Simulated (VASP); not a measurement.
A run of VASP 6.6.1 is set up as follows.

The input INCAR:

```
ALGO = Normal ; EDIFF = 1E-6
ENCUT = 520 ; GGA = PE
ISIF = 2 ; ISMEAR = 0
ISPIN = 2 ; LASPH = True
LCHARG = True ; LELF = True
LORBIT = 11 ; LREAL = False
LVHAR = True ; LWAVE = False
MAGMOM = 0 0 0 0 0 0 1 1 ; NBANDS = 43
NELM = 150 ; PREC = Accurate
SIGMA = 0.1
```

Contents of KPOINTS:

```
k-points
0
Gamma
  6 6 2
```

POSCAR

```
Al3Ga3N2
1.0
    3.0678989354      0.0000000000      0.0000000000
   -1.5339494677      2.6568784143      0.0000000000
    0.0000000000      0.0000000000     14.7018236318
Al Ga N
3 3 2
Direct
    0.3333333333      0.6666666667      0.1760258049
    0.0000000000      0.0000000000      0.3519499908
    0.0000000000      0.0000000000      0.0028654665
    0.3333333333      0.6666666667      0.5167123448
    0.3333333333      0.6666666667      0.8476898929
    0.6666666667      0.3333333333      0.6775406211
    0.0000000000      0.0000000000      0.1341486351
    0.3333333333      0.6666666667      0.3060672439
```

Potentials or basis: VASP PAW PBE potentials, release 64 (Al, Ga_d, N).

Launch:

```console
$ cat potpaw_PBE.64/Al/POTCAR potpaw_PBE.64/Ga_d/POTCAR potpaw_PBE.64/N/POTCAR > POTCAR
$ mpirun -np 1 vasp_std > vasp.out
```

(1) What does it give for the largest force?

(2) What does it give for the band gap on the k mesh?

(3) What does it give for the net moment?

Results:

(1) 0.088 eV/Å.

(2) zero (filled and empty bands overlap).

(3) 0.00 μB per cell.

Caveat: the k points lie up to 0.39 Å⁻¹ apart.
